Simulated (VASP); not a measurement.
# IrRh2 (P-6m2) in VASP: further runs, part 2 of 2

VASP 6.6.1. The steps go on from the part before.

**3. Single point, PBE**

This run uses another cell than the first one, of 14.27 Å³/atom, 1.035 times its volume.

Input file INCAR:

```
SYSTEM = IrRh2
PREC = Accurate
ENCUT = 520
EDIFF = 1E-6
ISMEAR = 0
SIGMA = 0.1
LREAL = .FALSE.
LASPH = .TRUE.
NELM = 100
ALGO = Fast
ISIF = 2
LWAVE = .FALSE.
LCHARG = .FALSE.
GGA = PE
NBANDS = 48
```

Input file KPOINTS:

```
Automatic mesh
0
G
  6 6 2
  0 0 0
```

Input file POSCAR:

```
IrRh2
1.0
    2.7496303875     -0.0000000029      0.0000000000
   -1.3748151912      2.3812497681      0.0000000000
    0.0000000000      0.0000000000     13.0759856134
Ir Rh
2 4
Direct
    0.6666666667      0.3333333333      0.3325089331
    0.6666666667      0.3333333333      0.6674910669
    0.6666666667      0.3333333333      0.0000000000
    0.3333333333      0.6666666667      0.8331614419
    0.3333333333      0.6666666667      0.1668385581
    0.3333333333      0.6666666667      0.5000000000
```

Potentials or basis: VASP PAW PBE potentials, release 64 (Ir, Rh_pv).

Started as:

```sh
$ cat potpaw_PBE.64/Ir/POTCAR potpaw_PBE.64/Rh_pv/POTCAR > POTCAR
$ mpirun -np 1 vasp_std > vasp.out
```

OUTCAR:

```text
SYSTEM = IrRh2
   PREC = Accurate
   ENCUT = 520
   EDIFF = 1E-6
   ISMEAR = 0
   LREAL = .FALSE.
   LASPH = .TRUE.
   NELM = 100
   ISIF = 2
   GGA = PE

 ion  position               nearest neighbor table
   1  0.667  0.333  0.333-   5 2.69   5 2.69   5 2.69   6 2.70   6 2.70   6 2.70
   2  0.667  0.333  0.667-   4 2.69   4 2.69   4 2.69   6 2.70   6 2.70   6 2.70
   3  0.667  0.333  0.000-   4 2.70   5 2.70   4 2.70   5 2.70   4 2.70   5 2.70
   4  0.333  0.667  0.833-   2 2.69   2 2.69   2 2.69   3 2.70   3 2.70   3 2.70
   5  0.333  0.667  0.167-   1 2.69   1 2.69   1 2.69   3 2.70   3 2.70   3 2.70
   6  0.333  0.667  0.500-   1 2.70   2 2.70   1 2.70   2 2.70   1 2.70   2 2.70

  LATTYP: Found a hexagonal cell.
 ALAT       =     2.7496303875
 C/A-ratio  =     4.7555430260

  Lattice vectors:

 A1 = (   2.7496303875,  -0.0000000029,   0.0000000000)
 A2 = (  -1.3748151912,   2.3812497681,   0.0000000000)
 A3 = (   0.0000000000,   0.0000000000,  13.0759856134)

Analysis of symmetry for initial positions (statically):
=====================================================================
 Subroutine PRICEL returns:
 Original cell was already a primitive cell.

 Routine SETGRP: Setting up the symmetry group for a
 hexagonal supercell.

 Subroutine GETGRP returns: Found 12 space group operations
 (whereof 12 operations were pure point group operations)
 out of a pool of 24 trial point group operations.

The static configuration has the point symmetry D_3h.

Analysis of symmetry for dynamics (positions and initial velocities):
=====================================================================
 Subroutine PRICEL returns:
 Original cell was already a primitive cell.

 Routine SETGRP: Setting up the symmetry group for a
 hexagonal supercell.

[... 119 lines left out ...]
   IMIX   =      4    mixing-type and parameters
     AMIX     =   0.40;   BMIX     =  1.00
     AMIX_MAG =   1.60;   BMIX_MAG =  1.00
  volume/ion in A,a.u.               =      14.27        96.29
  Fermi-wavevector in a.u.,A,eV,Ry     =   1.587042  2.999075 34.269032  2.518703
  Thomas-Fermi vector in A             =   2.686261
   LORBIT       =      0    0 simple, 1 ext, 2 COOP (PROOUT), +10 PAW based schemes
   GGA     = PE    functional components
   LHFCALC =     F    Hartree Fock is set to
   AEXX    =    0.0000 exact exchange contribution
   IVDW    =     0    specifies the selected vdW correction
   LEPSILON=     F    determine dielectric tensor
   LRPA    =     F    only Hartree local field effects (RPA)
 non-spin polarized calculation
 RMM-DIIS sequential band-by-band and
 Gauss-broadening in eV      SIGMA  =   0.10
  energy-cutoff  :      520.00
  volume of cell :       85.62
 maximum number of plane-waves:      2319
   NGX = 11   NGY = 11   NGZ = 49

 number of electron      78.0000010 magnetization

 Free energy of the ion-electron system (eV)
  ---------------------------------------------------
  ext. energy  EPLUGINS =         0.00000000
  ---------------------------------------------------
  free energy    TOTEN  =       -46.47080810 eV

  energy without entropy =      -46.41819884  energy(sigma->0) =      -46.44450347

 E-fermi :  10.9112     XC(G=0): -13.8449

 val. band max:       10.9111143519   @ k =   0.3333   0.1667   0.0000
 cond. band min:      10.9146105066   @ k =   0.0000   0.0000   0.0000
 fundamental gap:      0.0034961547
 Fermi energy:        10.9112358708

 k-point     1 :       0.0000    0.0000    0.0000
  band No.  band energies     occupation
      1     -36.1149      2.00000
      2     -35.9993      2.00000
      3     -35.9597      2.00000
      4     -35.6063      2.00000
      5     -35.6063      2.00000
      6     -35.5847      2.00000
[... 703 lines left out ...]
     47      17.5701      0.00000
     48      17.5913      0.00000

------------------------ aborting loop because EDIFF is reached ----------------------------------------

  FORCE on cell =-STRESS in cart. coord.  units (eV):
  Direction    XX          YY          ZZ          XY          YZ          ZX
  --------------------------------------------------------------------------------------
  -------------------------------------------------------------------------------------
  Total        0.1174006      0.1174006      0.0019965      0.0000000      0.0000000      0.0000000
  in kB        2.1969856      2.1969856      0.0373614      0.0000000      0.0000000      0.0000000
  external PRESSURE =       1.4771109 kB  Pullay stress =       0.0000000 kB

 VOLUME and BASIS-vectors are now :
 -----------------------------------------------------------------------------
  energy-cutoff  :      520.00
  volume of cell :       85.62
      direct lattice vectors                 reciprocal lattice vectors
     2.749630387 -0.000000003  0.000000000     0.363685245  0.209973773  0.000000000
    -1.374815191  2.381249768  0.000000000     0.000000000  0.419947548  0.000000000
     0.000000000  0.000000000 13.075985613     0.000000000  0.000000000  0.076476071

 POSITION                                       TOTAL-FORCE (eV/Angst)
 -----------------------------------------------------------------------------------
      1.37482      0.79375      4.34788         0.000000     -0.000000     -0.002059
      1.37482      0.79375      8.72810         0.000000     -0.000000      0.002059
      1.37482      0.79375      0.00000         0.000000     -0.000000      0.000000
      0.00000      1.58750     10.89441        -0.000000     -0.000000      0.017393
      0.00000      1.58750      2.18158        -0.000000      0.000000     -0.017393
      0.00000      1.58750      6.53799         0.000000     -0.000000      0.000000
 -----------------------------------------------------------------------------------
    total drift:                               -0.000001      0.000000     -0.000000

  FREE ENERGIE OF THE ION-ELECTRON SYSTEM (eV)
  ---------------------------------------------------
  free  energy   TOTEN  =       -46.4708081049 eV

  energy  without entropy=      -46.4181988384  energy(sigma->0) =      -46.44450347
```

stdout:

```text
POSCAR found type information on POSCAR IrRh
 POSCAR found :  2 types and       6 ions
 scaLAPACK will be used
 LDA part: xc-table for (Slater+PW92), standard interpolation
 POSCAR, INCAR and KPOINTS ok, starting setup
 FFT: planning ... GRIDC
 FFT: planning ... GRID_SOFT
 FFT: planning ... GRID
 WAVECAR not read
 entering main loop
```

Wall time 56 s (1 thread of Intel Xeon 6975P-C, shared host); peak memory 0.21 GiB.

What came out:

| Quantity | Value |
| --- | --- |
| Free energy | -46.4708 eV |
| Pressure | 0.1 GPa |
| Largest force | 0.017 eV/Å |
| Band gap on the k mesh | zero (band 39 reaches 11.60 eV, above the bottom of band 40 at 9.42 eV) |

Forces in eV/Å, atoms in the order of the input:
```
Ir   0.000  0.000 -0.002
Ir   0.000  0.000  0.002
Rh   0.000  0.000  0.000
Rh   0.000  0.000  0.017
Rh   0.000  0.000 -0.017
Rh   0.000  0.000  0.000
```

Caveat: the k points lie up to 0.44 Å⁻¹ apart; spin-orbit coupling is left out, which moves the levels of the heavy elements.

**4. Relaxation of cell and atoms, PBE**

Input file INCAR:

```
SYSTEM = IrRh2
PREC = Accurate
ENCUT = 600
EDIFF = 1E-6
ISMEAR = 0
SIGMA = 0.1
LREAL = .FALSE.
LASPH = .TRUE.
NELM = 80
ALGO = Normal
ISIF = 3
LWAVE = .FALSE.
LCHARG = .FALSE.
GGA = PE
IBRION = 2
NSW = 90
EDIFFG = -0.04
```

KPOINTS is that of step 3.

Input file POSCAR:

```
IrRh2
1.0
    2.6977066300      0.0000000000      0.0000000000
   -1.3488533100      2.3362824700      0.0000000000
    0.0000000000      0.0000000000     13.1196164000
Ir Rh
2 4
Direct
    0.6666666700      0.3333333300      0.3333333300
    0.6666666700      0.3333333300      0.6666666700
    0.6666666700      0.3333333300      0.0000000000
    0.3333333300      0.6666666700      0.8333333300
    0.3333333300      0.6666666700      0.1666666700
    0.3333333300      0.6666666700      0.5000000000
```

Started as:

```sh
$ cat potpaw_PBE.64/Ir/POTCAR potpaw_PBE.64/Rh_pv/POTCAR > POTCAR
$ mpirun -np 1 vasp_std > vasp.out
```

Run time: 8.5 min. Hardware: 1 thread of Intel Xeon 6975P-C, shared host; peak memory 0.27 GiB.

It converged, with:

| Property | Result |
| --- | --- |
| Free energy | -46.4688 eV |
| Relaxed volume | 14.27 Å³/atom |
| Relaxed cell | a = 2.751 Å, b = 2.751 Å, c = 13.069 Å, α = 90.00°, β = 90.00°, γ = 120.00° |
| Space group after relaxing (to 0.05 Å) | P-6m2 (No. 187) |
| Energy gained by relaxing | 21.9 meV/atom |
| Ionic steps | 8 |
| Pressure after relaxing | -0.1 GPa |
| Largest force after relaxing | 0.021 eV/Å |
| Band gap on the k mesh | zero (band 39 reaches 11.59 eV, above the bottom of band 40 at 9.41 eV) |

Forces in eV/Å, atoms in the order of the input:
```
Ir   0.000  0.000 -0.021
Ir   0.000  0.000  0.021
Rh   0.000  0.000  0.000
Rh   0.000  0.000  0.018
Rh   0.000  0.000 -0.018
Rh   0.000  0.000  0.000
```

Stress tensor (GPa, compression positive):
```
-0.10  0.00  0.00
 0.00 -0.10  0.00
 0.00  0.00  0.04
```

Step by step:
```csv
step,energy change (eV),largest force (eV/Å),pressure (GPa),volume (Å³)
1,0.0000,0.1799,10.92,82.69
2,0.5247,0.1878,-21.39,94.41
3,-0.1181,0.1322,-1.25,85.99
4,-0.1183,0.1337,-0.87,85.87
5,-0.1288,0.0346,0.43,85.52
6,-0.1309,0.0640,0.02,85.62
7,-0.1309,0.0623,0.04,85.62
8,-0.1311,0.0207,-0.06,85.65
```

Final structure:
```
Ir Rh
1.0
     2.75086    0.00000    0.00000
    -1.37543    2.38231    0.00000
     0.00000    0.00000   13.06942
Ir Rh
2 4
Direct
  0.66667 0.33333 0.33262
  0.66667 0.33333 0.66738
  0.66667 0.33333 0.00000
  0.33333 0.66667 0.83311
  0.33333 0.66667 0.16689
  0.33333 0.66667 0.50000
```

Levels at points of the mesh, in eV from the Fermi level:
```csv
k point,band 37,band 38,band 39,band 40,band 41,band 42,band 43,band 44
"(0.00, 0.00, 0.00)",-2.07,-1.04,-1.04,-1.04,-1.04,0.00,0.00,0.17
"(0.50, 0.00, 0.00)",0.67,0.67,0.68,0.84,1.15,1.16,1.24,1.37
"(0.00, 0.00, 0.50)",-1.69,-1.69,-0.62,-0.49,-0.49,-0.32,-0.25,-0.25
"(0.50, 0.00, 0.50)",0.46,0.49,0.58,0.67,1.15,1.16,2.10,2.38
```

Caveat: the k points lie up to 0.44 Å⁻¹ apart in the final cell; spin-orbit coupling is left out, which moves the levels of the heavy elements.

**5. Summary**

```csv
task,cell,cutoff (eV),gap on the mesh (eV),pressure (GPa),largest force (eV/Å)
single point,"a = 2.698, b = 2.698, c = 13.120 Å, angles 90.0, 90.0, 120.0°, 6 atoms",520,none,11.0,0.18
single point,"a = 2.750, b = 2.750, c = 13.076 Å, angles 90.0, 90.0, 120.0°, 6 atoms",520,none,0.1,0.02
relaxation of cell and atoms,"relaxed from a = 2.698, b = 2.698, c = 13.120 Å, angles 90.0, 90.0, 120.0°, 6 atoms",600,none,-0.1,0.02
```

Alike in all rows: level PBE; potentials or basis VASP PAW PBE potentials, release 64 (Ir, Rh_pv); no spin polarisation; k mesh 6 × 6 × 2; smearing gaussian 0.1 eV.

Caveats: all runs use coarse meshes; spin-orbit coupling is left out, which moves the levels of the heavy elements.

Absolute energies hang on the potentials; compare differences alone.
